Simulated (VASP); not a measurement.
# GaSb (F-43m) in VASP: single point with PBEsol

Aim: the single point of GaSb with PBEsol.

Everything below comes from runs of VASP 6.6.1. Logs are shortened: lines on timing, memory, paths and dates and some standing lists are left out, and cuts for length are marked.

## 1. The cell of the first run

The structure is cubic, space group F-43m (No. 216). Conventional cell: a = 6.118 Å, b = 6.118 Å, c = 6.118 Å, α = 90.00°, β = 90.00°, γ = 90.00°. Within 3.5 Å of Ga (site symmetry -43m) lie 4 Sb at 2.65 Å. Sb (site symmetry -43m) has 4 Ga at 2.65 Å within 3.5 Å.

## 2. Single point, PBEsol, non-collinear spin, zero start, spin-orbit coupling

INCAR

```
ALGO = Normal
EDIFF = 1E-6
ENCUT = 520
GGA = PS
GGA_COMPAT = False
ISIF = 2
ISMEAR = 0
LASPH = True
LCHARG = True
LORBIT = 11
LORBMOM = True
LREAL = False
LSORBIT = True
LVHAR = True
LWAVE = False
MAGMOM = 0 0 0 0 0 0
NBANDS = 30
NELM = 150
PREC = Accurate
SIGMA = 0.05
```

KPOINTS

```
k-points
0
Gamma
  8 8 8
```

POSCAR

```
GaSb
1.0
    0.0000000000      3.0590005565      3.0590005565
    3.0590005565      0.0000000000      3.0590005565
    3.0590005565      3.0590005565      0.0000000000
Ga Sb
1 1
Direct
    0.0000000000      0.0000000000      0.0000000000
    0.7500000000      0.7500000000      0.7500000000
```

Potentials or basis: VASP PAW PBE potentials, release 64 (Ga_d, Sb).

Launch:

```
$ cat potpaw_PBE.64/Ga_d/POTCAR potpaw_PBE.64/Sb/POTCAR > POTCAR
$ mpirun -np 1 vasp_ncl > vasp.out
```

OUTCAR:

```text
EDIFF = 1E-6
   ENCUT = 520
   GGA = PS
   ISIF = 2
   ISMEAR = 0
   LASPH = True
   LORBIT = 11
   LREAL = False
   LSORBIT = True
   NELM = 150
   PREC = Accurate

 ion  position               nearest neighbor table
   1  0.000  0.000  0.000-   2 2.65   2 2.65   2 2.65   2 2.65
   2  0.750  0.750  0.750-   1 2.65   1 2.65   1 2.65   1 2.65

  LATTYP: Found a face centered cubic cell.
 ALAT       =     6.1180011130

  Lattice vectors:

 A1 = (   0.0000000000,   3.0590005565,   3.0590005565)
 A2 = (   3.0590005565,   0.0000000000,   3.0590005565)
 A3 = (   3.0590005565,   3.0590005565,   0.0000000000)

Analysis of symmetry for initial positions (statically):
=====================================================================
 Subroutine PRICEL returns:
 Original cell was already a primitive cell.

 Routine SETGRP: Setting up the symmetry group for a
 face centered cubic supercell.

 Subroutine GETGRP returns: Found 24 space group operations
 (whereof 24 operations were pure point group operations)
 out of a pool of 48 trial point group operations.

The static configuration has the point symmetry T_d .

Analysis of symmetry for dynamics (positions and initial velocities):
=====================================================================
 Subroutine PRICEL returns:
 Original cell was already a primitive cell.

 Routine SETGRP: Setting up the symmetry group for a
 face centered cubic supercell.

 Subroutine GETGRP returns: Found 24 space group operations
 (whereof 24 operations were pure point group operations)
 out of a pool of 48 trial point group operations.

The dynamic configuration has the point symmetry T_d .

Analysis of structural, dynamic, and magnetic symmetry:
=====================================================================
 Subroutine PRICEL returns:
 Original cell was already a primitive cell.

 Routine SETGRP: Setting up the symmetry group for a
 face centered cubic supercell.

 Subroutine GETGRP returns: Found 24 space group operations
 (whereof 24 operations were pure point group operations)
 out of a pool of 48 trial point group operations.

The overall configuration has the point symmetry T_d .

 Subroutine INISYM returns: Found 24 space group operations
 (whereof 24 operations are pure point group operations),
 and found     1 'primitive' translations
[... 970 lines left out ...]
      0.00000      0.00000      0.00000         0.000000      0.000000     -0.000000
      4.58850      4.58850      4.58850        -0.000000     -0.000000      0.000000
 -----------------------------------------------------------------------------------
    total drift:                               -0.000000     -0.000000     -0.000000

  FREE ENERGIE OF THE ION-ELECTRON SYSTEM (eV)
  ---------------------------------------------------
  free  energy   TOTEN  =        -8.2157864663 eV

  energy  without entropy=       -8.2156758477  energy(sigma->0) =       -8.21573116

 orbital moment (x)

 # of ion     p       d       tot
 ----------------------------------------
  1        -0.000   0.000  -0.000
  2         0.000   0.000   0.000
 ----------------------------------------
            0.000   0.000   0.000

 orbital moment (y)

 # of ion     p       d       tot
 ----------------------------------------
  1        -0.000   0.000  -0.000
  2        -0.000  -0.000  -0.000
 ----------------------------------------
           -0.000   0.000  -0.000

 orbital moment (z)

 # of ion     p       d       tot
 ----------------------------------------
  1        -0.000  -0.000  -0.000
  2         0.000   0.000   0.000
 ----------------------------------------
           -0.000  -0.000  -0.000

 Spin-Orbit-Coupling matrix elements

 Ion:    1  E_soc:     -0.0125855
 l=   1
     0.0000000    -0.0012812    -0.0012812
    -0.0012812     0.0000000    -0.0012812
    -0.0012812    -0.0012812     0.0000000
 l=   2
     0.0000000    -0.0001528     0.0000000    -0.0001528    -0.0006636
    -0.0001528     0.0000000    -0.0004977    -0.0001528    -0.0001659
     0.0000000    -0.0004977     0.0000000    -0.0004977     0.0000000
    -0.0001528    -0.0001528    -0.0004977     0.0000000    -0.0001659
    -0.0006636    -0.0001659     0.0000000    -0.0001659     0.0000000
 l=   3
     0.0000000     0.0000000     0.0000000     0.0000000     0.0000000     0.0000000     0.0000000
     0.0000000     0.0000000     0.0000000     0.0000000     0.0000000     0.0000000     0.0000000
     0.0000000     0.0000000     0.0000000     0.0000000     0.0000000     0.0000000     0.0000000
     0.0000000     0.0000000     0.0000000     0.0000000     0.0000000     0.0000000     0.0000000
     0.0000000     0.0000000     0.0000000     0.0000000     0.0000000     0.0000000     0.0000000
     0.0000000     0.0000000     0.0000000     0.0000000     0.0000000     0.0000000     0.0000000
     0.0000000     0.0000000     0.0000000     0.0000000     0.0000000     0.0000000     0.0000000

 Ion:    2  E_soc:     -0.1246149
 l=   1
     0.0000000    -0.0206249    -0.0206249
    -0.0206249     0.0000000    -0.0206249
    -0.0206249    -0.0206249     0.0000000
 l=   2
     0.0000000    -0.0000560     0.0000000    -0.0000560    -0.0000883
    -0.0000560     0.0000000    -0.0000662    -0.0000560    -0.0000221
     0.0000000    -0.0000662     0.0000000    -0.0000662     0.0000000
    -0.0000560    -0.0000560    -0.0000662     0.0000000    -0.0000221
    -0.0000883    -0.0000221     0.0000000    -0.0000221     0.0000000
 l=   3
     0.0000000     0.0000000     0.0000000     0.0000000     0.0000000     0.0000000     0.0000000
     0.0000000     0.0000000     0.0000000     0.0000000     0.0000000     0.0000000     0.0000000
     0.0000000     0.0000000     0.0000000     0.0000000     0.0000000     0.0000000     0.0000000
     0.0000000     0.0000000     0.0000000     0.0000000     0.0000000     0.0000000     0.0000000
     0.0000000     0.0000000     0.0000000     0.0000000     0.0000000     0.0000000     0.0000000
     0.0000000     0.0000000     0.0000000     0.0000000     0.0000000     0.0000000     0.0000000
     0.0000000     0.0000000     0.0000000     0.0000000     0.0000000     0.0000000     0.0000000

 total charge

# of ion       s       p       d       tot
------------------------------------------
    1        0.911   0.764   9.963  11.638
    2        1.131   1.337   0.027   2.496
--------------------------------------------------
tot          2.043   2.101   9.990  14.134

 magnetization (x)

# of ion       s       p       d       tot
------------------------------------------
    1        0.000   0.000   0.000   0.000
    2       -0.000   0.000   0.000   0.000
--------------------------------------------------
tot          0.000   0.000   0.000   0.000

 magnetization (y)

# of ion       s       p       d       tot
------------------------------------------
    1        0.000   0.000  -0.000  -0.000
    2       -0.000   0.000  -0.000   0.000
--------------------------------------------------
tot         -0.000   0.000  -0.000   0.000

 magnetization (z)

# of ion       s       p       d       tot
------------------------------------------
    1        0.000   0.000  -0.000   0.000
    2       -0.000  -0.000   0.000  -0.000
--------------------------------------------------
tot          0.000   0.000   0.000   0.000
```

OSZICAR:

```text
N       E                     dE             d eps       ncg     rms          rms(c)
DAV:   1     0.122131686881E+03    0.12213E+03   -0.79738E+03  2742   0.150E+03
DAV:   2     0.712463507670E+01   -0.11501E+03   -0.10991E+03  2828   0.407E+02
DAV:   3    -0.781437556194E+01   -0.14939E+02   -0.14735E+02  3028   0.109E+02
DAV:   4    -0.830503035698E+01   -0.49065E+00   -0.48949E+00  3080   0.217E+01
DAV:   5    -0.831720182420E+01   -0.12171E-01   -0.12169E-01  3280   0.325E+00    0.355E+00
DAV:   6    -0.824149152067E+01    0.75710E-01   -0.88279E-02  3748   0.532E+00    0.205E+00
DAV:   7    -0.821671772625E+01    0.24774E-01   -0.36208E-02  3172   0.172E+00    0.128E+00
DAV:   8    -0.821532844757E+01    0.13893E-02   -0.52979E-03  2960   0.596E-01    0.258E-01
DAV:   9    -0.821561705975E+01   -0.28861E-03   -0.75087E-04  3188   0.306E-01    0.606E-02
DAV:  10    -0.821575300963E+01   -0.13595E-03   -0.15134E-04  2980   0.104E-01    0.160E-02
DAV:  11    -0.821578631768E+01   -0.33308E-04   -0.34667E-05  2880   0.492E-02    0.100E-02
DAV:  12    -0.821578646626E+01   -0.14857E-06   -0.25133E-06  3040   0.158E-02
   1 F= -.82157865E+01 E0= -.82157312E+01  d E =-.110619E-03  mag=    -0.0000    -0.0000    -0.0000
```

stdout:

```text
POSCAR found type information on POSCAR GaSb
 POSCAR found :  2 types and       2 ions
 scaLAPACK will be used
 -----------------------------------------------------------------------------
|                                                                             |
|                                                                             |
|     You enforced a specific xc type in the INCAR file but a different       |
|     I HOPE YOU KNOW WHAT YOU ARE DOING!                                     |
|                                                                             |
 -----------------------------------------------------------------------------

 LDA part: xc-table for (Slater+PW92), standard interpolation
 POSCAR, INCAR and KPOINTS ok, starting setup
 FFT: planning ... GRIDC
 FFT: planning ... GRID_SOFT
 FFT: planning ... GRID
 WAVECAR not read
 entering main loop
```

It took 1.8 min on 1 thread of Intel Xeon Platinum 8259CL at 2.50GHz (Skylake/Cascade Lake), shared host; peak memory 0.36 GiB.

Results:

```yaml
Free_energy: -8.2158 eV
Pressure: 0.0 GPa
Net_moment: 0.00 μB per cell
Valence_electrons_inside_the_program's_atomic_spheres: Ga 11.64; Sb 2.50
```

Moments on the atoms (μB; x, y, z):
```
Ga  0.00 0.00 0.00
Sb  0.00 0.00 0.00
```

Caveat: the PAW data sets were made with another functional, which shifts forces and pressure a little.
